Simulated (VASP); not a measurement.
# Sr (I4/mmm) in VASP: a series of runs

Sr is run at these levels: PBEsol; tasks: single point.

Program: VASP 6.6.1. These are calculated values, not measurements. Logs are shortened: lines on timing, memory, paths and dates and some standing lists are left out, and cuts for length are marked.

### 1 The cell of the first run

The structure is tetragonal, space group I4/mmm (No. 139). Conventional cell: a = 4.647 Å, b = 4.647 Å, c = 5.598 Å, α = 90.00°, β = 90.00°, γ = 90.00°. Sr (site symmetry 4/mmm) has 14 Sr at 4.32 to 5.60 Å within 5.7 Å.

### 2 Single point, PBEsol (strain +0.080 along x and y, -0.080 along z)

INCAR reads:

```
PREC = Accurate
ENCUT = 520
EDIFF = 1E-7
ISMEAR = 0
SIGMA = 0.03
LREAL = False
LASPH = True
NELM = 60
ALGO = Normal
ISIF = 2
LWAVE = False
LCHARG = True
GGA = PS
LELF = True
LVHAR = True
NBANDS = 11
```

KPOINTS reads:

```
regular mesh
0
Gamma
  10 10 10
```

POSCAR reads:

```
Sr
1.0
    0.0000000000      3.2857380000      2.7989620000
    3.2857380000      0.0000000000      2.7989620000
    3.2857380000      3.2857380000      0.0000000000
Sr
1
Direct
    0.0000000000      0.0000000000      0.0000000000
```

Potentials or basis: VASP PAW PBE potentials, release 64 (Sr_sv).

Run with:

```
$ cat potpaw_PBE.64/Sr_sv/POTCAR > POTCAR
$ mpirun -np 1 vasp_std > vasp.out
```

OUTCAR:

```text
PREC = Accurate
   ENCUT = 520
   EDIFF = 1E-7
   ISMEAR = 0
   LREAL = False
   LASPH = True
   NELM = 60
   ISIF = 2
   GGA = PS

 ion  position               nearest neighbor table
   1  0.000  0.000  0.000-

  LATTYP: Found a body centered tetragonal cell.
 ALAT       =     4.6467352420
 C/A-ratio  =     1.2047004420

  Lattice vectors:

 A1 = (   0.0000000000,  -3.2857380000,  -2.7989620000)
 A2 = (   0.0000000000,   3.2857380000,  -2.7989620000)
 A3 = (   3.2857380000,   0.0000000000,   2.7989620000)

Analysis of symmetry for initial positions (statically):
=====================================================================
 Subroutine PRICEL returns:
 Original cell was already a primitive cell.

 Routine SETGRP: Setting up the symmetry group for a
 body centered tetragonal supercell.

 Subroutine GETGRP returns: Found 16 space group operations
 (whereof 16 operations were pure point group operations)
 out of a pool of 16 trial point group operations.

The static configuration has the point symmetry D_4h.

Analysis of symmetry for dynamics (positions and initial velocities):
=====================================================================
 Subroutine PRICEL returns:
 Original cell was already a primitive cell.

 Routine SETGRP: Setting up the symmetry group for a
 body centered tetragonal supercell.

 Subroutine GETGRP returns: Found 16 space group operations
 (whereof 16 operations were pure point group operations)
 out of a pool of 16 trial point group operations.

The dynamic configuration has the point symmetry D_4h.

 Subroutine INISYM returns: Found 16 space group operations
 (whereof 16 operations are pure point group operations),
 and found     1 'primitive' translations

----------------------------------------------------------------------------------------

                                     Primitive cell

  volume of cell :      60.4356

  direct lattice vectors                    reciprocal lattice vectors
     0.000000000  3.285738000  2.798962000    -0.152172815  0.152172815  0.178637652
     3.285738000  0.000000000  2.798962000     0.152172815 -0.152172815  0.178637652
     3.285738000  3.285738000  0.000000000     0.152172815  0.152172815 -0.178637652

  length of vectors
     4.316278777  4.316278777  4.646735242     0.279686506  0.279686506  0.279686506

  position of ions in fractional coordinates (direct lattice)
[... 81 lines left out ...]
   IBRION =     -1    ionic relax: 0-MD 1-quasi-New 2-CG
   NFREE  =      0    steps in history (QN), initial steepest desc. (CG)
   ISIF   =      2    stress and relaxation
   ISYM   =      2    0-nonsym 1-usesym 2-fastsym
   POTIM  = 0.5000    time-step for ionic-motion
   TEBEG  =    0.0;   TEEND  =   0.0 temperature during run
   PSTRESS=    0.0 pullay stress
   NELECT =      10.0000    total number of electrons
   NUPDOWN=      -1.0000    fix difference up-down
   EMIN   =  10.00;   EMAX   =-10.00  energy-range for DOS
   EFERMI =   0.00;   METHOD = LEGACY
   ISMEAR =     0;   SIGMA  =   0.03  broadening in eV -4-tet -1-fermi 0-gaus
   EFERMI_NEDOS =   21; number of points for ismear=-14 and -15
   IALGO  =     38    algorithm
   IMIX   =      4    mixing-type and parameters
     AMIX     =   0.40;   BMIX     =  1.00
     AMIX_MAG =   1.60;   BMIX_MAG =  1.00
  volume/ion in A,a.u.               =      60.44       407.84
  Fermi-wavevector in a.u.,A,eV,Ry     =   0.898760  1.698411 10.990379  0.807770
  Thomas-Fermi vector in A             =   2.021510
   LORBIT       =      0    0 simple, 1 ext, 2 COOP (PROOUT), +10 PAW based schemes
   GGA     = PS    functional components
   LHFCALC =     F    Hartree Fock is set to
   AEXX    =    0.0000 exact exchange contribution
   IVDW    =     0    specifies the selected vdW correction
   LEPSILON=     F    determine dielectric tensor
   LRPA    =     F    only Hartree local field effects (RPA)
 non-spin polarized calculation
 Gauss-broadening in eV      SIGMA  =   0.03
  energy-cutoff  :      520.00
  volume of cell :       60.44
 maximum number of plane-waves:      1656
   NGX = 15   NGY = 15   NGZ = 17

 number of electron      10.0000000 magnetization

 Free energy of the ion-electron system (eV)
  ---------------------------------------------------
  ext. energy  EPLUGINS =         0.00000000
  ---------------------------------------------------
  free energy    TOTEN  =        -1.78983316 eV

  energy without entropy =       -1.78897074  energy(sigma->0) =       -1.78940195

 E-fermi :   1.2122     XC(G=0):  -7.1457

 val. band max:        1.2075951952   @ k =  -0.4000   0.1000   0.2000
 cond. band min:       1.2281506836   @ k =  -0.4000   0.2000   0.1000
 fundamental gap:      0.0205554885
 Fermi energy:         1.2122095088

 k-point     1 :       0.0000    0.0000    0.0000
  band No.  band energies     occupation
      1     -35.5456      2.00000
      2     -17.4607      2.00000
      3     -17.4607      2.00000
      4     -17.4516      2.00000
      5      -2.3166      2.00000
      6       3.2796      0.00000
      7       3.2796      0.00000
      8       3.9703      0.00000
      9       4.1257      0.00000
     10       5.0568      0.00000
     11       8.2152      0.00000
[... 309 lines left out ...]
 k-point    24 :       0.4000    0.3000    0.0000
  band No.  band energies     occupation
      1     -35.5332      2.00000
      2     -17.5642      2.00000
      3     -17.5216      2.00000
      4     -17.5183      2.00000
      5       0.2063      2.00000
      6       1.7074      0.00000
      7       2.9767      0.00000
      8       3.9706      0.00000
      9       4.3570      0.00000
     10       5.4858      0.00000
     11       7.0578      0.00000

 [... further k-points ...]

------------------------ aborting loop because EDIFF is reached ----------------------------------------

  FORCE on cell =-STRESS in cart. coord.  units (eV):
  Direction    XX          YY          ZZ          XY          YZ          ZX
  --------------------------------------------------------------------------------------
  -------------------------------------------------------------------------------------
  Total       -0.5989458     -0.5989458     -0.5057850      0.0000000     -0.0000000      0.0000000
  in kB      -15.8783449    -15.8783449    -13.4086078      0.0000000     -0.0000000      0.0000000
  external PRESSURE =     -15.0550992 kB  Pullay stress =       0.0000000 kB

 VOLUME and BASIS-vectors are now :
 -----------------------------------------------------------------------------
  energy-cutoff  :      520.00
  volume of cell :       60.44
      direct lattice vectors                 reciprocal lattice vectors
     0.000000000  3.285738000  2.798962000    -0.152172815  0.152172815  0.178637652
     3.285738000  0.000000000  2.798962000     0.152172815 -0.152172815  0.178637652
     3.285738000  3.285738000  0.000000000     0.152172815  0.152172815 -0.178637652

 POSITION                                       TOTAL-FORCE (eV/Angst)
 -----------------------------------------------------------------------------------
      0.00000      0.00000      0.00000        -0.000000     -0.000000      0.000000
 -----------------------------------------------------------------------------------
    total drift:                                0.000000      0.000000      0.000000

  FREE ENERGIE OF THE ION-ELECTRON SYSTEM (eV)
  ---------------------------------------------------
  free  energy   TOTEN  =        -1.7898331560 eV

  energy  without entropy=       -1.7889707369  energy(sigma->0) =       -1.78940195
```

stdout:

```text
POSCAR found type information on POSCAR Sr
 POSCAR found :  1 types and       1 ions
 scaLAPACK will be used
 -----------------------------------------------------------------------------
|                                                                             |
|                                                                             |
|     You enforced a specific xc type in the INCAR file but a different       |
|     I HOPE YOU KNOW WHAT YOU ARE DOING!                                     |
|                                                                             |
 -----------------------------------------------------------------------------

 LDA part: xc-table for (Slater+PW92), standard interpolation
 POSCAR, INCAR and KPOINTS ok, starting setup
 FFT: planning ... GRIDC
 FFT: planning ... GRID_SOFT
 FFT: planning ... GRID
 WAVECAR not read
 entering main loop
```

Run time: 42 s. Hardware: 1 thread of Intel Xeon Platinum 8259CL at 2.50GHz (Skylake/Cascade Lake), shared host; peak memory 0.22 GiB.

Results:

```yaml
Free_energy: -1.7898 eV
Pressure: -1.5 GPa
Band_gap_on_the_k_mesh: zero (band 5 reaches 1.32 eV, above the bottom of band 6 at 1.19 eV)
```

Stress tensor (GPa, compression positive):
```
-1.59  0.00  0.00
 0.00 -1.59  0.00
 0.00  0.00 -1.34
```

Caveat: the cell differs from its parent crystal (strain +0.080 along x and y, -0.080 along z); the PAW data sets were made with another functional, which shifts forces and pressure a little.

### 3 Single point, PBEsol (strain +0.000 along x and y, +0.080 along z)

INCAR reads:

```
SYSTEM = Sr
  PREC = Accurate
  ENCUT = 520
  EDIFF = 1E-6
  ISMEAR = 0
  SIGMA = 0.03
  LREAL = .False.
  LASPH = .True.
  NELM = 60
  ALGO = Normal
  ISIF = 2
  LWAVE = .False.
  LCHARG = .False.
  GGA = PS
  NBANDS = 11
```

KPOINTS reads:

```
regular mesh
0
Gamma
  10 10 10
  0 0 0
```

POSCAR reads:

```
Sr
1.0
    0.0000000000      3.0423500000      3.2857380000
    3.0423500000      0.0000000000      3.2857380000
    3.0423500000      3.0423500000      0.0000000000
Sr
1
Direct
    0.0000000000      0.0000000000      0.0000000000
```

Potentials or basis: VASP PAW PBE potentials, release 64 (Sr_sv).

Run with:

```
$ cat potpaw_PBE.64/Sr_sv/POTCAR > POTCAR
$ mpirun -np 1 vasp_std > vasp.out
```

It took 48 s on 1 thread of Intel Xeon Platinum 8259CL at 2.50GHz (Skylake/Cascade Lake), shared host; peak memory 0.23 GiB.

It converged, with:

- Free energy: -1.7881 eV
- Pressure: -1.5 GPa
- Band gap on the k mesh: zero (band 5 reaches 1.27 eV, above the bottom of band 6 at 1.14 eV)

Stress tensor (GPa, compression positive):
```
-1.31  0.00  0.00
 0.00 -1.31  0.00
 0.00  0.00 -1.83
```

Levels at points of the mesh, in eV from the Fermi level:
| k point | band 1 | band 2 | band 3 | band 4 | band 5 | band 6 | band 7 | band 8 | band 9 | band 10 |
| --- | --- | --- | --- | --- | --- | --- | --- | --- | --- | --- |
| (0.00, 0.00, 0.00) | -36.76 | -18.68 | -18.68 | -18.68 | -3.51 | 1.96 | 2.36 | 2.36 | 3.19 | 3.81 |
| (0.50, 0.00, 0.00) | -36.76 | -18.82 | -18.71 | -18.69 | -1.09 | -0.04 | 1.84 | 2.31 | 4.34 | 4.50 |
| (0.50, 0.50, 0.00) | -36.76 | -18.80 | -18.71 | -18.71 | -0.73 | 0.47 | 0.49 | 4.51 | 4.70 | 4.70 |
| (0.50, 0.00, 0.50) | -36.75 | -18.81 | -18.75 | -18.72 | -0.48 | 0.37 | 1.05 | 4.28 | 4.48 | 4.60 |

Caveat: the cell differs from its parent crystal (strain +0.000 along x and y, +0.080 along z); the PAW data sets were made with another functional, which shifts forces and pressure a little.

### 4 Single point, PBEsol (strain +0.040 along x and y, +0.000 along z)

Edit INCAR of step 3 so:

```diff
@@ -8,3 +8,3 @@
   LASPH = .True.
-  NELM = 60
+  NELM = 80
   ALGO = Normal
```

KPOINTS is that of step 3.

POSCAR reads:

```
Sr
1.0
    0.0000000000      3.1640440000      3.0423500000
    3.1640440000      0.0000000000      3.0423500000
    3.1640440000      3.1640440000      0.0000000000
Sr
1
Direct
    0.0000000000      0.0000000000      0.0000000000
```

Run with:

```
$ cat potpaw_PBE.64/Sr_sv/POTCAR > POTCAR
$ mpirun -np 1 vasp_std > vasp.out
```

It took 46 s on 1 thread of Intel Xeon Platinum 8259CL at 2.50GHz (Skylake/Cascade Lake), shared host; peak memory 0.23 GiB.

The run converged. Its results:

```
Free energy            : -1.7906 eV
Pressure               : -1.5 GPa
Band gap on the k mesh : zero (band 5 reaches 1.25 eV, above the bottom of band 6 at 1.14 eV)
```

Stress tensor (GPa, compression positive):
```
-1.50  0.00  0.00
 0.00 -1.50  0.00
 0.00  0.00 -1.41
```

Levels at points of the mesh, in eV from the Fermi level:
```tsv
k point	band 2	band 3	band 4	band 5	band 6	band 7	band 8	band 9
(0.00, 0.00, 0.00)	-18.68	-18.68	-18.68	-3.52	2.14	2.14	2.33	3.37
(0.50, 0.00, 0.00)	-18.82	-18.71	-18.70	-1.11	-0.05	1.95	2.19	4.37
(0.50, 0.50, 0.00)	-18.81	-18.74	-18.74	-0.48	0.34	1.05	4.44	4.62
(0.50, 0.00, 0.50)	-18.81	-18.74	-18.73	-0.60	0.43	0.74	4.41	4.61
```

Caveat: the cell differs from its parent crystal (strain +0.040 along x and y, +0.000 along z); the PAW data sets were made with another functional, which shifts forces and pressure a little.

### 5 Overview

```tsv
cell	gap on the mesh (eV)	pressure (GPa)
a = 4.316, b = 4.316, c = 4.647 Å, angles 57.4, 57.4, 65.1°, 1 atom	none	-1.5
a = 4.478, b = 4.478, c = 4.303 Å, angles 61.3, 61.3, 57.4°, 1 atom	none	-1.5
a = 4.389, b = 4.389, c = 4.475 Å, angles 59.4, 59.4, 61.3°, 1 atom	none	-1.5
```

Alike in all rows: task single point; level PBEsol; potentials or basis VASP PAW PBE potentials, release 64 (Sr_sv); no spin polarisation; k mesh 10 × 10 × 10; cutoff (eV) 520; smearing gaussian 0.03 eV.

Caveats: the PAW data sets were made with another functional, which shifts forces and pressure a little.

Total energies depend on the potentials used, so only differences within one code and one set of settings carry meaning.
